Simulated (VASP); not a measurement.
## Si: single point with PBEsol

Si:

```
CELL_PARAMETERS angstrom
0.02173 2.71130 2.68956
2.71130 0.02173 2.68956
2.73303 2.73303 0.00000
ATOMIC_POSITIONS crystal
Si 0.00114 0.00114 0.99886
Si 0.24886 0.24886 0.25114
```

This cell differs from its parent crystal: strained cell.

| Quantity | Value |
| --- | --- |
| Program | VASP 6.6.1 |
| Task | single point |
| Functional | PBEsol |
| Potentials or basis | VASP PAW PBE potentials, release 64 (Si) |
| Cutoff | 500 eV |
| k mesh | 10 × 10 × 10 |
| Occupations | gaussian, width 0.02 eV |
| Spin | no spin polarisation |
| Dipole correction | no |
| Further INCAR settings | ALGO = Normal; EDIFF = 1e-06; NBANDS = 11 |

| Property | Result |
| --- | --- |
| Pressure | 1.5 GPa |
| Band gap on the k mesh | 0.32 eV (least direct gap 2.38 eV) |

Stress tensor (GPa, compression positive):
```
 1.24 -1.19  0.00
-1.19  1.24  0.00
 0.00  0.00  1.97
```

Levels at points of the mesh, in eV from the valence-band top:
| k point | band 2 | band 3 | band 4 | band 5 | band 6 | band 7 |
| --- | --- | --- | --- | --- | --- | --- |
| (0.00, 0.00, 0.00) | -0.16 | -0.03 | 0.00 | 2.38 | 2.42 | 2.56 |
| (0.50, 0.00, 0.00) | -7.12 | -1.39 | -1.26 | 1.36 | 3.10 | 3.24 |
| (0.50, 0.50, 0.00) | -7.87 | -3.12 | -2.90 | 0.34 | 0.58 | 10.05 |
| (0.00, 0.00, 0.50) | -7.15 | -1.24 | -1.22 | 1.53 | 3.24 | 3.25 |
| (0.50, 0.00, 0.50) | -7.95 | -2.95 | -2.95 | 0.52 | 0.52 | 10.08 |

Run time: 78 s on 1 thread of Intel Xeon 8259CL, on a shared host, peak memory 0.19 GiB.

Caveat: the cell differs from its parent crystal (strained cell); the PAW data sets were made with another functional, which shifts forces and pressure a little. A k mesh can miss the band edges.
